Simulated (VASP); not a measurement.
CoO:

```
CELL_PARAMETERS angstrom
0.00000 2.13150 2.13150
2.13150 0.00000 2.13150
2.13150 2.13150 0.00000
ATOMIC_POSITIONS crystal
Co 0.00000 0.00000 0.00000
O 0.50000 0.50000 0.50000
```

```yaml
Program: VASP 6.6.1
Task: relaxation of cell and atoms
Functional: LDA
Potentials_or_basis: VASP PAW LDA potentials, release 64 (Co, O)
Cutoff: 600 eV
k_mesh: 11 × 11 × 11
Occupations: fermi-dirac, width 0.05 eV
Spin: collinear spin, ferromagnetic start
Starting_moments: "[2.0, 0.0] μB"
```

At the start: pressure -20.8 GPa; volume 9.68 Å³/atom.

How do energy, volume and symmetry change on relaxing?

Over 13 steps the energy falls by 101.0 meV/atom and the volume is 8.35 Å³/atom (-13.7 %); space group Fm-3m (No. 225, to 0.05 Å); moment 1.90 μB per cell.

The path:
| step | energy change (eV) | largest force (eV/Å) | pressure (GPa) | volume (Å³) |
| --- | --- | --- | --- | --- |
| 1 | 0.0000 | 0.0000 | -20.82 | 19.37 |
| 2 | -0.1879 | 0.0000 | 8.06 | 16.05 |
| 3 | -0.2019 | 0.0000 | 0.28 | 16.66 |
| 4 | -0.2019 | 0.0000 | -0.14 | 16.71 |
| 5 | -0.2019 | 0.0000 | -0.26 | 16.71 |
| 6 | -0.2019 | 0.0000 | -0.13 | 16.71 |
| 7 | -0.2019 | 0.0000 | -0.11 | 16.71 |
| 8 | -0.2019 | 0.0000 | -0.10 | 16.71 |
| 9 | -0.2019 | 0.0000 | -0.10 | 16.71 |
| 10 | -0.2019 | 0.0000 | -0.10 | 16.71 |
| 11 | -0.2019 | 0.0000 | -0.10 | 16.71 |
| 12 | -0.2019 | 0.0000 | -0.10 | 16.71 |
| 13 | -0.2019 | 0.0000 | -0.09 | 16.71 |

Final structure:
```
CELL_PARAMETERS angstrom
0.00000 2.02914 2.02914
2.02914 0.00000 2.02914
2.02914 2.02914 0.00000
ATOMIC_POSITIONS crystal
Co 0.00000 0.00000 0.00000
O 0.50000 0.50000 0.50000
```

Caveat: the volume moved by -14 % from the deposited cell, more than functionals usually miss; a cell with one magnetic atom can't hold antiferromagnetic order, which such compounds often take.
